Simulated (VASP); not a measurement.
# Rh in VASP: relaxation of the atoms with PBE

Aim: the relaxation of the atoms of Rh with PBE.

All numbers are computed with VASP 6.6.1; they aren't measurements. Logs are shortened: lines on timing, memory, paths and dates and some standing lists are left out, and cuts for length are marked.

### 1 The cell of the first run

The cell holds a slab with vacuum, 2 atoms: a = 2.659 Å, b = 2.659 Å, c = 18.171 Å, α = 90.00°, β = 90.00°, γ = 109.47°.

### 2 Relaxation of the atoms, PBE

Input file INCAR:

```
SYSTEM = Rh
PREC = Accurate
ENCUT = 520
EDIFF = 1E-6
ISMEAR = -1
SIGMA = 0.05
LREAL = .FALSE.
LASPH = .TRUE.
NELM = 100
ALGO = Normal
ISIF = 2
LWAVE = .FALSE.
LCHARG = .FALSE.
LDIPOL = .TRUE.
IDIPOL = 3
DIPOL = 0.5 0.5 0.500
GGA = PE
IBRION = 2
NSW = 60
EDIFFG = -0.01
```

Input file KPOINTS:

```
regular mesh
0
G
  13 13 1
  0 0 0
```

Input file POSCAR:

```
Rh
1.0
    2.6588071601      0.0000000000      0.0000000000
   -0.8862690534      2.5067474304      0.0000000000
    0.0000000000      0.0000000000     18.1709000000
Rh
2
Direct
    0.2500000000      0.2500000000      0.4402641874
    0.7500000000      0.7500000000      0.5597358126
```

Potentials or basis: VASP PAW PBE potentials, release 64 (Rh_pv).

The run is started by

```console
cat potpaw_PBE.64/Rh_pv/POTCAR > POTCAR
mpirun -np 1 vasp_std > vasp.out
```

OUTCAR:

```text
SYSTEM = Rh
   PREC = Accurate
   ENCUT = 520
   EDIFF = 1E-6
   ISMEAR = -1
   LREAL = .FALSE.
   LASPH = .TRUE.
   NELM = 100
   ISIF = 2
   GGA = PE
   IBRION = 2
   NSW = 60
   EDIFFG = -0.01

 ion  position               nearest neighbor table
   1  0.250  0.250  0.440-   2 2.66   2 2.66   2 3.07   2 3.07
   2  0.750  0.750  0.560-   1 2.66   1 2.66   1 3.07   1 3.07

  LATTYP: Found a base centered orthorhombic cell.
 ALAT       =     3.0701260592
 B/A-ratio  =     1.4142135624
 C/A-ratio  =     5.9186169068

  Lattice vectors:

 A1 = (   2.6588071601,   0.0000000000,   0.0000000000)
 A2 = (  -0.8862690534,   2.5067474304,   0.0000000000)
 A3 = (   0.0000000000,   0.0000000000,  18.1709000000)

Analysis of symmetry for initial positions (statically):
=====================================================================
 Subroutine PRICEL returns:
 Original cell was already a primitive cell.

 Routine SETGRP: Setting up the symmetry group for a
 base centered orthorhombic supercell.

 Subroutine GETGRP returns: Found  8 space group operations
 (whereof  4 operations were pure point group operations)
 out of a pool of  8 trial point group operations.

The static configuration has the point symmetry C_2h.
 The point group associated with its full space group is D_2h.

Analysis of symmetry for dynamics (positions and initial velocities):
=====================================================================
 Subroutine PRICEL returns:
 Original cell was already a primitive cell.

 Routine SETGRP: Setting up the symmetry group for a
 base centered orthorhombic supercell.

 Subroutine GETGRP returns: Found  8 space group operations
 (whereof  4 operations were pure point group operations)
 out of a pool of  8 trial point group operations.

The dynamic configuration has the point symmetry C_2h.
 The point group associated with its full space group is D_2h.

 Subroutine INISYM returns: Found  8 space group operations
 (whereof  4 operations are pure point group operations),
 and found     1 'primitive' translations

----------------------------------------------------------------------------------------

                                     Primitive cell

  volume of cell :     121.1083

  direct lattice vectors                    reciprocal lattice vectors
     2.658807160  0.000000000  0.000000000     0.376108510  0.132974439  0.000000000
    -0.886269053  2.506747430  0.000000000     0.000000000  0.398923317  0.000000000
     0.000000000  0.000000000 18.170900000     0.000000000  0.000000000  0.055033047

  length of vectors
     2.658807160  2.658807160 18.170900000     0.398923317  0.398923317  0.055033047

  position of ions in fractional coordinates (direct lattice)
     0.250000000  0.250000000  0.440264187
     0.750000000  0.750000000  0.559735813

  ion indices of the primitive-cell ions
   primitive index   ion index
                 1           1
                 2           2

----------------------------------------------------------------------------------------

 KPOINTS: regular mesh

Automatic generation of k-mesh.
 Grid dimensions read from file:
 generate k-points for:   13   13    1

 Generating k-lattice:

  Cartesian coordinates                     Fractional coordinates (reciprocal lattice)
     0.028931424  0.010228803  0.000000000     0.076923077  0.000000000  0.000000000
     0.000000000  0.030686409  0.000000000     0.000000000  0.076923077  0.000000000
     0.000000000  0.000000000  0.055033047     0.000000000  0.000000000  1.000000000

  Length of vectors
     0.030686409  0.030686409  0.055033047

  Shift w.r.t. Gamma in fractional coordinates (k-lattice)
     0.000000000  0.000000000  0.000000000

 Subroutine IBZKPT returns following result:
 ===========================================

 Found     49 irreducible k-points:

 Following reciprocal coordinates:
            Coordinates               Weight
  0.000000  0.000000  0.000000      1.000000
  0.076923 -0.000000  0.000000      4.000000
  0.153846  0.000000  0.000000      4.000000
  0.230769  0.000000  0.000000      4.000000
  0.307692  0.000000  0.000000      4.000000
  0.384615 -0.000000  0.000000      4.000000
[... 16 lines left out ...]
  0.384615  0.153846  0.000000      4.000000
  0.461538  0.153846  0.000000      4.000000
 [... further k-points ...]
   k-points           NKPTS =     49   k-points in BZ     NKDIM =     49   number of bands    NBANDS=     19
   number of dos      NEDOS =    301   number of ions     NIONS =      2
   total plane-waves  NPLWV =  56000
   dimension x,y,z NGX =    20 NGY =   20 NGZ =  140
   dimension x,y,z NGXF=    40 NGYF=   40 NGZF=  280
   ions per type =               2
   NGX,Y,Z   is equivalent  to a cutoff of  12.51, 12.51, 12.81 a.u.
   NGXF,Y,Z  is equivalent  to a cutoff of  25.01, 25.01, 25.62 a.u.
 SYSTEM =  Rh
   PREC   = accura    normal or accurate (medium, high low for compatibility)
   ISTART =      0    job   : 0-new  1-cont  2-samecut
   ICHARG =      2    charge: 1-file 2-atom 10-const
   ISPIN  =      1    spin polarized calculation?
   LNONCOLLINEAR =      F non collinear calculations
   LSORBIT =      F    spin-orbit coupling
   LASPH  =      T    aspherical Exc in radial PAW
   ENCUT  =  520.0 eV  38.22 Ry    6.18 a.u.   4.94  4.94 33.79*2*pi/ulx,y,z
   NELM   =    100;   NELMIN=  2; NELMDL= -5     # of ELM steps
   EDIFF  = 0.1E-05   stopping-criterion for ELM
   LREAL  =      F    real-space projection
   EDIFFG = -.1E-01   stopping-criterion for IOM
   NSW    =     60    number of steps for IOM
   IBRION =      2    ionic relax: 0-MD 1-quasi-New 2-CG
   NFREE  =      1    steps in history (QN), initial steepest desc. (CG)
   ISIF   =      2    stress and relaxation
   ISYM   =      2    0-nonsym 1-usesym 2-fastsym
   POTIM  = 0.5000    time-step for ionic-motion
   TEBEG  =    0.0;   TEEND  =   0.0 temperature during run
   PSTRESS=    0.0 pullay stress
   NELECT =      30.0000    total number of electrons
   NUPDOWN=      -1.0000    fix difference up-down
   EMIN   =  10.00;   EMAX   =-10.00  energy-range for DOS
   EFERMI =   0.00;   METHOD = LEGACY
   ISMEAR =    -1;   SIGMA  =   0.05  broadening in eV -4-tet -1-fermi 0-gaus
   EFERMI_NEDOS =   21; number of points for ismear=-14 and -15
   IALGO  =     38    algorithm
   IMIX   =      4    mixing-type and parameters
     AMIX     =   0.40;   BMIX     =  1.00
     AMIX_MAG =   1.60;   BMIX_MAG =  1.00
  volume/ion in A,a.u.               =      60.55       408.64
  Fermi-wavevector in a.u.,A,eV,Ry     =   1.028152  1.942925 14.382670  1.057096
  Thomas-Fermi vector in A             =   2.162134
   LORBIT       =      0    0 simple, 1 ext, 2 COOP (PROOUT), +10 PAW based schemes
   GGA     = PE    functional components
   LHFCALC =     F    Hartree Fock is set to
   AEXX    =    0.0000 exact exchange contribution
   IVDW    =     0    specifies the selected vdW correction
   LEPSILON=     F    determine dielectric tensor
   LRPA    =     F    only Hartree local field effects (RPA)
 conjugate gradient relaxation of ions
 non-spin polarized calculation
  energy-cutoff  :      520.00
  volume of cell :      121.11
 maximum number of plane-waves:      3302
   NGX =  9   NGY =  9   NGZ = 67

 dipolmoment           0.000000      0.000000     -0.000000 electrons x Angstroem

--------------------------------------- Ionic step        1  -------------------------------------------

 number of electron      29.9999991 magnetization

 Free energy of the ion-electron system (eV)
  ---------------------------------------------------
  ext. energy  EPLUGINS =         0.00000000
  ---------------------------------------------------
  free energy    TOTEN  =       -12.28564253 eV

  energy without entropy =      -12.23051993  energy(sigma->0) =      -12.25808123

------------------------ aborting loop because EDIFF is reached ----------------------------------------

  FORCE on cell =-STRESS in cart. coord.  units (eV):
  Direction    XX          YY          ZZ          XY          YZ          ZX
  --------------------------------------------------------------------------------------
  -------------------------------------------------------------------------------------
  Total       -2.5064336     -3.5761567     -1.3996779     -1.5128169     -0.0000000     -0.0000000
  in kB      -33.1583512    -47.3100346    -18.5167534    -20.0135025     -0.0000000     -0.0000000
  external PRESSURE =     -32.9950464 kB  Pullay stress =       0.0000000 kB
[... 57 lines left out ...]
  energy  without entropy=      -12.2667805641  energy(sigma->0) =      -12.29159839

--------------------------------------- Ionic step        3  -------------------------------------------

 number of electron      29.9999991 magnetization

 dipolmoment           0.000000      0.000000      0.000000 electrons x Angstroem

 Free energy of the ion-electron system (eV)
  ---------------------------------------------------
  ext. energy  EPLUGINS =         0.00000000
  ---------------------------------------------------
  free energy    TOTEN  =       -12.32653076 eV

  energy without entropy =      -12.28243006  energy(sigma->0) =      -12.30448041

 E-fermi :  -1.2499     XC(G=0):  -4.2176

 val. band max:       -1.2506895472   @ k =   0.4615   0.3846   0.0000
 cond. band min:      -1.2463394321   @ k =   0.3077   0.0000   0.0000
 fundamental gap:      0.0043501151
 Fermi energy:        -1.2499466047

 k-point     1 :       0.0000    0.0000    0.0000
  band No.  band energies     occupation
      1     -47.5808      2.00000
      2     -47.3138      2.00000
      3     -47.1555      2.00000
      4     -47.1463      2.00000
      5     -47.0764      2.00000
      6     -47.0745      2.00000
[... 11 lines left out ...]
     18      -0.4528      0.00000
     19       0.3122      0.00000
[... 489 lines left out ...]
      3     -47.3605      2.00000
      4     -47.2907      2.00000
      5     -47.1893      2.00000
      6     -47.1626      2.00000
[... 11 lines left out ...]
     18       3.1750      0.00000
     19       5.7439      0.00000

 [... further k-points ...]

------------------------ aborting loop because EDIFF is reached ----------------------------------------

 vacuum level on the upper side and lower side of the slab       (xc-potential included)        -0.008        -0.008

  FORCE on cell =-STRESS in cart. coord.  units (eV):
  Direction    XX          YY          ZZ          XY          YZ          ZX
  --------------------------------------------------------------------------------------
  -------------------------------------------------------------------------------------
  Total       -1.6028351     -2.3265939     -0.0125813     -1.0235495      0.0000000      0.0000000
  in kB      -21.2043798    -30.7791992     -0.1664412    -13.5408396      0.0000000      0.0000000
  external PRESSURE =     -17.3833400 kB  Pullay stress =       0.0000000 kB

 VOLUME and BASIS-vectors are now :
 -----------------------------------------------------------------------------
  energy-cutoff  :      520.00
  volume of cell :      121.11
      direct lattice vectors                 reciprocal lattice vectors
     2.658807160  0.000000000  0.000000000     0.376108510  0.132974439  0.000000000
    -0.886269053  2.506747430  0.000000000     0.000000000  0.398923317  0.000000000
     0.000000000  0.000000000 18.170900000     0.000000000  0.000000000  0.055033047
[... 8 lines left out ...]
  FREE ENERGIE OF THE ION-ELECTRON SYSTEM (eV)
  ---------------------------------------------------
  free  energy   TOTEN  =       -12.3265307574 eV

  energy  without entropy=      -12.2824300621  energy(sigma->0) =      -12.30448041

 reached required accuracy - stopping structural energy minimisation

 vacuum level on the upper side and lower side of the slab         3.855         3.855
```

Wall time 2.3 min (1 thread of Intel Xeon Platinum 8488C (Sapphire Rapids), shared host); peak memory 0.28 GiB.

Results:

| Quantity | Value |
| --- | --- |
| Free energy | -12.3265 eV |
| Energy gained by relaxing | 20.4 meV/atom |
| Ionic steps | 3 |
| Largest force after relaxing | 0.003 eV/Å |
| Band gap on the k mesh | zero (bands 15 and 16 overlap by 1.95 eV) |

Forces on the atoms (eV/Å):
```
Rh   0.000  0.000 -0.003
Rh   0.000  0.000  0.003
```

The path:
| step | energy change (eV) | largest force (eV/Å) | pressure (GPa) |
| --- | --- | --- | --- |
| 1 | 0.0000 | 0.6380 | -3.30 |
| 2 | -0.0308 | 0.3466 | -2.54 |
| 3 | -0.0409 | 0.0032 | -1.74 |

Final structure:
```
Rh
1.0
     2.65881    0.00000    0.00000
    -0.88627    2.50675    0.00000
     0.00000    0.00000   18.17090
Rh
2
Direct
  0.25000 0.25000 0.44351
  0.75000 0.75000 0.55649
```
